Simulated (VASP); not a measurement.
**PbS: single point with PBEsol**

The system is PbS.

```
CELL_PARAMETERS angstrom
3.65366 0.00000 0.00000
0.00000 3.65366 0.00000
0.00000 0.00000 3.65366
ATOMIC_POSITIONS crystal
Pb 0.00000 0.01368 0.00000
S 0.50000 0.50000 0.50000
```

- Program: VASP 6.6.1
- Task: single point
- Functional: PBEsol
- Potentials or basis: VASP PAW PBE potentials, release 64 (Pb_d, S)
- Cutoff: 500 eV
- k mesh: 4 × 4 × 4
- Occupations: gaussian, width 0.1 eV
- Spin: no spin polarisation

The pressure is -3.8 GPa, the largest force is 0.066 eV/Å and the band gap on the k mesh is zero (band 10 reaches 5.87 eV, above the bottom of band 11 at 5.43 eV).

Forces on the atoms (eV/Å):
```
Pb   0.000  0.066  0.000
S    0.000 -0.066  0.000
```

Levels at points of the mesh, in eV from the Fermi level:
```tsv
k point	band 7	band 8	band 9	band 10	band 11	band 12	band 13	band 14
(0.00, 0.00, 0.00)	-6.57	-1.41	-1.41	-1.41	5.51	5.57	6.66	6.66
(0.50, 0.00, 0.00)	-8.88	-0.28	-0.27	0.07	0.43	4.05	4.06	6.81
(0.00, 0.50, 0.00)	-8.87	-0.28	-0.28	0.05	0.43	4.06	4.06	6.81
(0.50, 0.50, 0.00)	-7.14	-4.30	-4.29	-0.07	4.33	4.33	6.03	7.28
(0.50, 0.00, 0.50)	-7.14	-4.30	-4.30	-0.07	4.34	4.34	6.03	7.28
(0.50, 0.50, 0.50)	-5.83	-2.22	-2.22	-2.20	-0.38	-0.36	-0.36	13.78
```

Wall time 7.8 s on 1 thread of Intel(R) Xeon(R) Platinum 8488C (Sapphire Rapids), on a shared host, peak memory 0.16 GiB.

Caveat: the k points lie up to 0.43 Å⁻¹ apart; the PAW data sets were made with another functional, which shifts forces and pressure a little; spin-orbit coupling is left out, which moves the levels of the heavy elements.
